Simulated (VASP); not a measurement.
Set up this calculation in VASP 6.6.1, as the native input.

```
Task                   : single point
Functional             : r2SCAN
Potentials or basis    : VASP PAW PBE potentials, release 64 (Sr_sv, Ti_sv, O)
Cutoff                 : 520 eV
k mesh                 : 8 × 8 × 8
Occupations            : gaussian, width 0.05 eV
Spin                   : no spin polarisation
Dipole correction      : no
Further INCAR settings : ALGO = Normal; EDIFF = 1e-06; NBANDS = 28
```

The system is SrTiO3.

```
Sr Ti O
1.0
     3.90500    0.00000    0.00000
     0.00000    3.90500    0.00000
     0.00000    0.00000    3.90500
Sr Ti O
1 1 3
Direct
  0.00000 0.00000 0.00000
  0.50000 0.50000 0.50000
  0.00000 0.50000 0.50000
  0.50000 0.50000 0.00000
  0.50000 0.00000 0.50000
```

One way to write it, as run:

POSCAR

```
SrTiO3
1.0
    3.9050012542      0.0000000000      0.0000000000
    0.0000000000      3.9050012542      0.0000000000
    0.0000000000      0.0000000000      3.9050012542
Sr Ti O
1 1 3
Direct
    0.0000000000      0.0000000000      0.0000000000
    0.5000000000      0.5000000000      0.5000000000
    0.0000000000      0.5000000000      0.5000000000
    0.5000000000      0.5000000000      0.0000000000
    0.5000000000      0.0000000000      0.5000000000
```

INCAR.step1

```
PREC = Accurate ; ENCUT = 520
ISMEAR = 0 ; SIGMA = 0.05
LREAL = F ; LASPH = T
NELM = 60 ; NBANDS = 28
GGA = PE ; ALGO = Normal
EDIFF = 1E-4 ; LWAVE = T
LCHARG = F
```

INCAR.step2

```
PREC = Accurate ; ENCUT = 520
EDIFF = 1E-6 ; ISMEAR = 0
SIGMA = 0.05 ; LREAL = F
LASPH = T ; NELM = 60
ALGO = Normal ; ISIF = 2
LWAVE = F ; LCHARG = F
METAGGA = R2SCAN ; LMIXTAU = T
NBANDS = 28 ; ISTART = 1
```

KPOINTS

```
Automatic mesh
0
Gamma
  8 8 8
```

Potentials or basis: VASP PAW PBE potentials, release 64 (Sr_sv, Ti_sv, O).

Command:

```console
$ cat potpaw_PBE.64/Sr_sv/POTCAR potpaw_PBE.64/Ti_sv/POTCAR potpaw_PBE.64/O/POTCAR > POTCAR
$ cp INCAR.step1 INCAR
$ mpirun -np 1 vasp_std > vasp.out
$ cp INCAR.step2 INCAR
$ mpirun -np 1 vasp_std > vasp.out
```

Results of the run:

| Quantity | Value |
| --- | --- |
| Pressure | 1.2 GPa |
| Band gap on the k mesh | 2.28 eV, indirect (least direct gap 2.66 eV) |

Caveat: the PAW data sets were made with another functional, which shifts forces and pressure a little.

Run time: 3 min on 1 thread of Intel(R) Xeon(R) Platinum 8488C (Sapphire Rapids), on a shared host, peak memory 0.21 GiB.
